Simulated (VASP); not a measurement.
# Si2Mo (I4/mmm) in VASP: notebook, part 2 of 2

VASP 6.6.1. Earlier steps stand in the parts before.

## 3. Single point, r2SCAN

This run uses another cell than the first one, of 14.17 Å³/atom.

POSCAR

```
Si2Mo
1.0
   -1.6326381400      1.6326381400      3.9863610000
    1.6326381400     -1.6326381400      3.9863610000
    1.6326381400      1.6326381400     -3.9863610000
Si Mo
2 1
Direct
    0.3364049932      0.3364049932      0.0000000000
    0.6635950068      0.6635950068      0.0000000000
    0.0000000000      0.0000000000      0.0000000000
```

INCAR.step1

```
SYSTEM = Si2Mo
ALGO = Normal ; EDIFF = 1E-4
ENCUT = 520 ; GGA = PE
ISMEAR = -1 ; LASPH = .TRUE.
LCHARG = .FALSE. ; LREAL = .FALSE.
LWAVE = .TRUE. ; NBANDS = 18
NELM = 100 ; PREC = Accurate
SIGMA = 0.1
```

INCAR.step2

```
SYSTEM = Si2Mo
ALGO = Normal ; EDIFF = 1E-6
ENCUT = 520 ; ISIF = 2
ISMEAR = -1 ; ISTART = 1
LASPH = .TRUE. ; LCHARG = .FALSE.
LMIXTAU = .TRUE. ; LREAL = .FALSE.
LWAVE = .FALSE. ; METAGGA = R2SCAN
NBANDS = 18 ; NELM = 100
PREC = Accurate ; SIGMA = 0.1
```

KPOINTS

```
k-points
0
G
  13 13 13
  0 0 0
```

Potentials or basis: VASP PAW PBE potentials, release 64 (Si, Mo_sv).

Started as:

```
> cat potpaw_PBE.64/Si/POTCAR potpaw_PBE.64/Mo_sv/POTCAR > POTCAR
> cp INCAR.step1 INCAR
> mpirun -np 1 vasp_std > vasp.out
> cp INCAR.step2 INCAR
> mpirun -np 1 vasp_std > vasp.out
```

OUTCAR:

```text
SYSTEM = Si2Mo
   EDIFF = 1E-6
   ENCUT = 520
   ISIF = 2
   ISMEAR = -1
   ISTART = 1
   LASPH = .TRUE.
   LREAL = .FALSE.
   METAGGA = R2SCAN
   NELM = 100
   PREC = Accurate

 ion  position               nearest neighbor table
   1  0.336  0.336  0.000-   2 2.61   3 2.65   3 2.65   3 2.65   3 2.65   3 2.68   2 2.69   2 2.69
                             2 2.69   2 2.69
   2  0.664  0.664  0.000-   1 2.61   3 2.65   3 2.65   3 2.65   3 2.65   3 2.68   1 2.69   1 2.69
                             1 2.69   1 2.69
   3  0.000  0.000  0.000-   2 2.65   2 2.65   2 2.65   1 2.65   2 2.65   1 2.65   1 2.65   1 2.65
                             1 2.68   2 2.68

  LATTYP: Found a body centered tetragonal cell.
 ALAT       =     3.2652762800
 C/A-ratio  =     2.4416684275

  Lattice vectors:

 A1 = (  -1.6326381400,   1.6326381400,   3.9863610000)
 A2 = (   1.6326381400,  -1.6326381400,   3.9863610000)
 A3 = (   1.6326381400,   1.6326381400,  -3.9863610000)

Analysis of symmetry for initial positions (statically):
=====================================================================
 Subroutine PRICEL returns:
 Original cell was already a primitive cell.

 Routine SETGRP: Setting up the symmetry group for a
 body centered tetragonal supercell.

 Subroutine GETGRP returns: Found 16 space group operations
 (whereof 16 operations were pure point group operations)
 out of a pool of 16 trial point group operations.

The static configuration has the point symmetry D_4h.

Analysis of symmetry for dynamics (positions and initial velocities):
=====================================================================
 Subroutine PRICEL returns:
 Original cell was already a primitive cell.

 Routine SETGRP: Setting up the symmetry group for a
 body centered tetragonal supercell.

 Subroutine GETGRP returns: Found 16 space group operations
 (whereof 16 operations were pure point group operations)
 out of a pool of 16 trial point group operations.

The dynamic configuration has the point symmetry D_4h.

 Subroutine INISYM returns: Found 16 space group operations
 (whereof 16 operations are pure point group operations),
 and found     1 'primitive' translations

----------------------------------------------------------------------------------------

                                     Primitive cell

  volume of cell :      42.5027

  direct lattice vectors                    reciprocal lattice vectors
    -1.632638140  1.632638140  3.986361000     0.000000000  0.306252799  0.125427677
     1.632638140 -1.632638140  3.986361000     0.306252799  0.000000000  0.125427677
     1.632638140  1.632638140 -3.986361000     0.306252799  0.306252799  0.000000000

  length of vectors
     4.606743819  4.606743819  4.606743819     0.330942410  0.330942410  0.433106862

  position of ions in fractional coordinates (direct lattice)
     0.336404993  0.336404993  0.000000000
     0.663595007  0.663595007  0.000000000
     0.000000000  0.000000000  0.000000000

  ion indices of the primitive-cell ions
   primitive index   ion index
                 1           1
                 2           2
                 3           3

----------------------------------------------------------------------------------------

 KPOINTS: k-points

Automatic generation of k-mesh.
 Grid dimensions read from file:
 generate k-points for:   13   13   13

 Generating k-lattice:

  Cartesian coordinates                     Fractional coordinates (reciprocal lattice)
     0.000000000  0.023557908  0.009648283     0.076923077  0.000000000 -0.000000000
     0.023557908  0.000000000  0.009648283     0.000000000  0.076923077 -0.000000000
     0.023557908  0.023557908  0.000000000     0.000000000  0.000000000  0.076923077

  Length of vectors
     0.025457108  0.025457108  0.033315912

  Shift w.r.t. Gamma in fractional coordinates (k-lattice)
     0.000000000  0.000000000  0.000000000

 Subroutine IBZKPT returns following result:
 ===========================================

 Found    196 irreducible k-points:

 Following reciprocal coordinates:
            Coordinates               Weight
  0.000000  0.000000  0.000000      1.000000
  0.076923 -0.000000  0.000000      8.000000
  0.153846 -0.000000  0.000000      8.000000
  0.230769 -0.000000  0.000000      8.000000
  0.307692 -0.000000  0.000000      8.000000
  0.384615 -0.000000  0.000000      8.000000
[... 16 lines left out ...]
  0.384615  0.153846  0.000000     16.000000
  0.461538  0.153846  0.000000     16.000000
 [... further k-points ...]
   k-points           NKPTS =    196   k-points in BZ     NKDIM =    196   number of bands    NBANDS=     18
   number of dos      NEDOS =    301   number of ions     NIONS =      3
   total plane-waves  NPLWV =  46656
   dimension x,y,z NGX =    36 NGY =   36 NGZ =   36
   dimension x,y,z NGXF=    72 NGYF=   72 NGZF=   72
   ions per type =               2   1
   NGX,Y,Z   is equivalent  to a cutoff of  12.99, 12.99, 12.99 a.u.
   NGXF,Y,Z  is equivalent  to a cutoff of  25.98, 25.98, 25.98 a.u.
 SYSTEM =  Si2Mo
   PREC   = accura    normal or accurate (medium, high low for compatibility)
   ISTART =      1    job   : 0-new  1-cont  2-samecut
   ICHARG =      0    charge: 1-file 2-atom 10-const
   ISPIN  =      1    spin polarized calculation?
   LNONCOLLINEAR =      F non collinear calculations
   LSORBIT =      F    spin-orbit coupling
   LASPH  =      T    aspherical Exc in radial PAW
   ENCUT  =  520.0 eV  38.22 Ry    6.18 a.u.   8.57  8.57  8.57*2*pi/ulx,y,z
   NELM   =    100;   NELMIN=  2; NELMDL=  0     # of ELM steps
   EDIFF  = 0.1E-05   stopping-criterion for ELM
   LREAL  =      F    real-space projection
[... 7 lines left out ...]
   TEBEG  =    0.0;   TEEND  =   0.0 temperature during run
   PSTRESS=    0.0 pullay stress
   NELECT =      22.0000    total number of electrons
   NUPDOWN=      -1.0000    fix difference up-down
   EMIN   =  10.00;   EMAX   =-10.00  energy-range for DOS
   EFERMI =   0.00;   METHOD = LEGACY
   ISMEAR =    -1;   SIGMA  =   0.10  broadening in eV -4-tet -1-fermi 0-gaus
   EFERMI_NEDOS =   21; number of points for ismear=-14 and -15
   IALGO  =     38    algorithm
   IMIX   =      4    mixing-type and parameters
     AMIX     =   0.40;   BMIX     =  1.00
     AMIX_MAG =   1.60;   BMIX_MAG =  1.00
  volume/ion in A,a.u.               =      14.17        95.61
  Fermi-wavevector in a.u.,A,eV,Ry     =   1.314448  2.483947 23.507803  1.727775
  Thomas-Fermi vector in A             =   2.444701
   LORBIT       =      0    0 simple, 1 ext, 2 COOP (PROOUT), +10 PAW based schemes
   METAGGA = R2SCAN    functional components
   LHFCALC =     F    Hartree Fock is set to
   AEXX    =    0.0000 exact exchange contribution
   IVDW    =     0    specifies the selected vdW correction
   LEPSILON=     F    determine dielectric tensor
   LRPA    =     F    only Hartree local field effects (RPA)
 non-spin polarized calculation
  energy-cutoff  :      520.00
  volume of cell :       42.50
 maximum number of plane-waves:      1160
   NGX = 17   NGY = 17   NGZ = 17

 number of electron      21.9999999 magnetization

 Free energy of the ion-electron system (eV)
  ---------------------------------------------------
  ext. energy  EPLUGINS =         0.00000000
  ---------------------------------------------------
  free energy    TOTEN  =       -44.93535817 eV

  energy without entropy =      -44.92668840  energy(sigma->0) =      -44.93102328

 E-fermi :  11.4310     XC(G=0): -13.0965

 val. band max:       11.4309479718   @ k =  -0.1538  -0.2308   0.1538
 cond. band min:      11.4318955955   @ k =  -0.2308  -0.3077   0.2308
 fundamental gap:      0.0009476237
 Fermi energy:        11.4310258389

 k-point     1 :       0.0000    0.0000    0.0000
  band No.  band energies     occupation
      1     -51.2639      2.00000
      2     -24.6580      2.00000
      3     -24.6090      2.00000
      4     -24.6090      2.00000
      5      -2.2780      2.00000
      6       5.0061      2.00000
[... 10 lines left out ...]
     17      16.5459      0.00000
     18      16.5459      0.00000

 k-point     2 :       0.0769   -0.0000    0.0000
  band No.  band energies     occupation
      1     -51.2630      2.00000
      2     -24.6570      2.00000
      3     -24.6221      2.00000
      4     -24.6078      2.00000
      5      -2.1692      2.00000
      6       4.9998      2.00000
[... 10 lines left out ...]
     17      16.6206      0.00000
     18      17.2714      0.00000
[... 442 lines left out ...]
 k-point    24 :       0.4615    0.1538    0.0000
  band No.  band energies     occupation
      1     -51.2450      2.00000
      2     -24.8223      2.00000
      3     -24.6360      2.00000
      4     -24.6337      2.00000
      5       1.6509      2.00000
      6       2.2183      2.00000
[... 10 lines left out ...]
     17      19.1740      0.00000
     18      20.5611      0.00000

 [... further k-points ...]
[... 5 lines left out ...]
  --------------------------------------------------------------------------------------
  -------------------------------------------------------------------------------------
  Total       -2.7723396     -2.7723396     -3.1744132      0.0000000      0.0000000      0.0000000
  in kB     -104.5058305   -104.5058305   -119.6623560      0.0000000      0.0000000      0.0000000
  external PRESSURE =    -109.5580057 kB  Pullay stress =       0.0000000 kB

 VOLUME and BASIS-vectors are now :
 -----------------------------------------------------------------------------
  energy-cutoff  :      520.00
  volume of cell :       42.50
      direct lattice vectors                 reciprocal lattice vectors
    -1.632638140  1.632638140  3.986361000     0.000000000  0.306252799  0.125427677
     1.632638140 -1.632638140  3.986361000     0.306252799  0.000000000  0.125427677
     1.632638140  1.632638140 -3.986361000     0.306252799  0.306252799  0.000000000

 POSITION                                       TOTAL-FORCE (eV/Angst)
 -----------------------------------------------------------------------------------
      0.00000      0.00000      2.68206         0.000000      0.000000     -0.005674
      0.00000      0.00000      5.29066        -0.000000     -0.000000      0.005674
      0.00000      0.00000      0.00000         0.000000      0.000000      0.000000
 -----------------------------------------------------------------------------------
    total drift:                                0.000000     -0.000000      0.000000

  FREE ENERGIE OF THE ION-ELECTRON SYSTEM (eV)
  ---------------------------------------------------
  free  energy   TOTEN  =       -44.9353581655 eV

  energy  without entropy=      -44.9266884031  energy(sigma->0) =      -44.93102328
```

It took 18 min on 1 thread of Intel Xeon 8259CL, shared host; peak memory 0.31 GiB.

Results:

```
Free energy            : -44.9354 eV
Pressure               : -11.0 GPa
Largest force          : 0.006 eV/Å
Band gap on the k mesh : zero (bands 11 and 12 overlap by 0.81 eV)
```

Forces on the atoms (eV/Å):
```
Si   0.000  0.000 -0.006
Si   0.000  0.000  0.006
Mo   0.000  0.000  0.000
```

Stress tensor (GPa, compression positive):
```
-10.45   0.00   0.00
  0.00 -10.45   0.00
  0.00   0.00 -11.97
```

Levels at points of the mesh, in eV from the Fermi level:
```tsv
k point	band 8	band 9	band 10	band 11	band 12	band 13	band 14	band 15
(0.00, 0.00, 0.00)	-2.85	-2.62	-2.62	0.30	3.13	3.42	3.42	3.71
```

Caveat: the cell stands under tension; the PAW data sets were made with another functional, which shifts forces and pressure a little.

## 4. Relaxation of cell and atoms, r2SCAN

This run uses another cell than the first one, of 13.42 Å³/atom.

POSCAR

```
Si2Mo
1.0
   -1.6000000000      1.6000000000      3.9305000000
    1.6000000000     -1.6000000000      3.9305000000
    1.6000000000      1.6000000000     -3.9305000000
Si Mo
2 1
Direct
    0.3330000000      0.3330000000      0.0000000000
    0.6670000000      0.6670000000      0.0000000000
    0.0000000000      0.0000000000      0.0000000000
```

INCAR.step1

```
SYSTEM = Si2Mo
ALGO = Normal
EDIFF = 1E-4
ENCUT = 600
GGA = PE
ISMEAR = -1
LASPH = .TRUE.
LCHARG = .FALSE.
LREAL = .FALSE.
LWAVE = .TRUE.
NELM = 60
PREC = Accurate
SIGMA = 0.1
```

INCAR.step2

```
SYSTEM = Si2Mo
ALGO = Normal
EDIFF = 1E-6
EDIFFG = -0.01
ENCUT = 600
IBRION = 2
ISIF = 3
ISMEAR = -1
ISTART = 1
LASPH = .TRUE.
LCHARG = .FALSE.
LMIXTAU = .TRUE.
LREAL = .FALSE.
LWAVE = .FALSE.
METAGGA = R2SCAN
NELM = 60
NSW = 80
PREC = Accurate
SIGMA = 0.1
```

KPOINTS

```
k-points
0
G
  10 10 10
  0 0 0
```

Potentials or basis: VASP PAW PBE potentials, release 64 (Si, Mo_sv).

Started as:

```
> cat potpaw_PBE.64/Si/POTCAR potpaw_PBE.64/Mo_sv/POTCAR > POTCAR
> cp INCAR.step1 INCAR
> mpirun -np 1 vasp_std > vasp.out
> cp INCAR.step2 INCAR
> mpirun -np 1 vasp_std > vasp.out
```

OUTCAR:

```text
SYSTEM = Si2Mo
   EDIFF = 1E-6
   EDIFFG = -0.01
   ENCUT = 600
   IBRION = 2
   ISIF = 3
   ISMEAR = -1
   ISTART = 1
   LASPH = .TRUE.
   LREAL = .FALSE.
   METAGGA = R2SCAN
   NELM = 60
   NSW = 80
   PREC = Accurate

 ion  position               nearest neighbor table
   1  0.333  0.333  0.000-   2 2.61   2 2.61   2 2.61   2 2.61   3 2.62   3 2.62   3 2.62   3 2.62
                             3 2.62   2 2.63
   2  0.667  0.667  0.000-   1 2.61   1 2.61   1 2.61   1 2.61   3 2.62   3 2.62   3 2.62   3 2.62
                             3 2.62   1 2.63
   3  0.000  0.000  0.000-   2 2.62   1 2.62   2 2.62   1 2.62   2 2.62   1 2.62   1 2.62   2 2.62
                             1 2.62   2 2.62

  LATTYP: Found a body centered tetragonal cell.
 ALAT       =     3.2000000000
 C/A-ratio  =     2.4565625000

  Lattice vectors:

[... 380 lines left out ...]
 Fermi energy:        12.2666199335

 k-point     1 :       0.0000    0.0000    0.0000
  band No.  band energies     occupation
      1     -50.3378      2.00000
      2     -23.7791      2.00000
      3     -23.6902      2.00000
      4     -23.6902      2.00000
      5      -1.9055      2.00000
      6       5.5058      2.00000
      7       8.8096      2.00000
      8       9.1684      2.00000
      9       9.4729      2.00000
     10       9.4729      2.00000
     11      12.6245      0.05431
     12      15.6960      0.00000
     13      15.7393      0.00000
     14      15.9339      0.00000
[... 401 lines left out ...]
      2     -23.9150      2.00000
      3     -23.8389      2.00000
      4     -23.7416      2.00000
      5       2.3938      2.00000
      6       3.5275      2.00000
      7       6.1811      2.00000
      8       8.1500      2.00000
      9       9.1203      2.00000
     10       9.8587      2.00000
     11      10.2487      2.00000
     12      13.0079      0.00121
     13      13.9906      0.00000
     14      15.8755      0.00000
     15      17.5369      0.00000

 [... further k-points ...]
[... 5 lines left out ...]
  --------------------------------------------------------------------------------------
  -------------------------------------------------------------------------------------
  Total        0.0232870      0.0232870     -0.0289366      0.0000000      0.0000000      0.0000000
  in kB        0.9294419      0.9294419     -1.1549296      0.0000000      0.0000000      0.0000000
  external PRESSURE =       0.2346514 kB  Pullay stress =       0.0000000 kB
[... 18 lines left out ...]
  FREE ENERGIE OF THE ION-ELECTRON SYSTEM (eV)
  ---------------------------------------------------
  free  energy   TOTEN  =       -45.0182308223 eV

  energy  without entropy=      -45.0106238477  energy(sigma->0) =      -45.01442733

 reached required accuracy - stopping structural energy minimisation
```

OSZICAR.step1:

```text
N       E                     dE             d eps       ncg     rms          rms(c)
DAV:   1     0.137099534594E+03    0.13710E+03   -0.12388E+04  3060   0.156E+03
DAV:   2    -0.209542825746E+02   -0.15805E+03   -0.15613E+03  3858   0.355E+02
DAV:   3    -0.241550185485E+02   -0.32007E+01   -0.31509E+01  3963   0.466E+01
DAV:   4    -0.241712445582E+02   -0.16226E-01   -0.16216E-01  3592   0.389E+00
DAV:   5    -0.241713897020E+02   -0.14514E-03   -0.14514E-03  4068   0.340E-01    0.214E+01
DAV:   6    -0.234248947298E+02    0.74649E+00   -0.77064E+00  3501   0.189E+01    0.466E+00
DAV:   7    -0.232915681670E+02    0.13333E+00   -0.11807E+00  3473   0.696E+00    0.447E+00
DAV:   8    -0.232575315934E+02    0.34037E-01   -0.11530E-01  3697   0.287E+00    0.444E-01
DAV:   9    -0.232569137502E+02    0.61784E-03   -0.22341E-03  3830   0.424E-01    0.245E-01
DAV:  10    -0.232568766824E+02    0.37068E-04   -0.68063E-04  3627   0.248E-01
   1 F= -.23256877E+02 E0= -.23251072E+02  d E =-.116100E-01
```

Run time: 40 min. Hardware: 1 thread of Intel Xeon 8259CL, shared host; peak memory 0.28 GiB.

Results:

| Property | Result |
| --- | --- |
| Free energy | -45.0182 eV |
| Relaxed volume | 13.38 Å³/atom |
| Relaxed cell | a = 4.520 Å, b = 4.520 Å, c = 4.520 Å, α = 138.49°, β = 138.49°, γ = 60.15° |
| Space group after relaxing (to 0.1 Å) | I4/mmm (No. 139) |
| Energy gained by relaxing | 2.8 meV/atom |
| Ionic steps | 6 |
| Pressure after relaxing | 0.0 GPa |
| Largest force after relaxing | 0.004 eV/Å |
| Band gap on the k mesh | zero (bands 11 and 12 overlap by 1.01 eV) |

Forces in eV/Å, atoms in the order of the input:
```
Si   0.000  0.000 -0.004
Si   0.000  0.000  0.004
Mo   0.000  0.000  0.000
```

Step by step:
```
step  energy change (eV)  largest force (eV/Å)  pressure (GPa)  volume (Å³)
   1              0.0000                0.3594           -1.02        40.25
   2             -0.0047                0.0107            2.35        39.75
   3             -0.0068                0.1294            1.10        39.93
   4             -0.0079                0.0456           -0.75        40.30
   5             -0.0084                0.0158           -0.10        40.17
   6             -0.0085                0.0044            0.02        40.14
```

Final structure:
```
Si Mo
1.0
    -1.60171    1.60171    3.91177
     1.60171   -1.60171    3.91177
     1.60171    1.60171   -3.91177
Si Mo
2 1
Direct
  0.33536 0.33536 0.00000
  0.66464 0.66464 0.00000
  0.00000 0.00000 0.00000
```

Levels at points of the mesh, in eV from the Fermi level:
```csv
k point,band 7,band 8,band 9,band 10,band 11,band 12,band 13,band 14,band 15
"(0.00, 0.00, 0.00)",-3.46,-3.10,-2.79,-2.79,0.36,3.43,3.47,3.67,3.67
"(0.50, 0.00, 0.00)",-5.20,-4.81,-2.77,-2.65,-0.54,2.53,3.28,4.46,4.48
"(0.50, 0.50, 0.00)",-6.01,-5.35,-4.70,-3.23,-1.39,2.60,3.02,3.44,3.61
"(0.50, 0.50, 0.50)",-3.62,-2.25,-0.60,-0.60,-0.56,-0.56,0.50,5.16,5.79
```

Caveat: the PAW data sets were made with another functional, which shifts forces and pressure a little.

## 5. Overview

```csv
task,cell,k mesh,cutoff (eV),gap on the mesh (eV),pressure (GPa),largest force (eV/Å)
single point,"a = 4.578 Å, angles 138.5, 138.5, 60.2°, 3 atoms, atomic positions A",13 × 13 × 13,520,none,-7.6,0.01
single point,"a = 4.607 Å, angles 138.5, 138.5, 60.2°, 3 atoms, atomic positions B",13 × 13 × 13,520,none,-11.0,0.01
relaxation of cell and atoms,"relaxed from a = 4.535 Å, angles 138.7, 138.7, 59.9°, 3 atoms, atomic positions C",10 × 10 × 10,600,none,0.0,-
```

Alike in all rows: level r2SCAN; potentials or basis VASP PAW PBE potentials, release 64 (Si, Mo_sv); no spin polarisation; smearing fermi-dirac 0.1 eV.

Caveats: the PAW data sets were made with another functional, which shifts forces and pressure a little; the cell stands under tension (at least some runs).

Total energies depend on the potentials used, so only differences within one code and one set of settings carry meaning.

The gap in the log of VASP goes by the Fermi energy; the results here count the filled bands.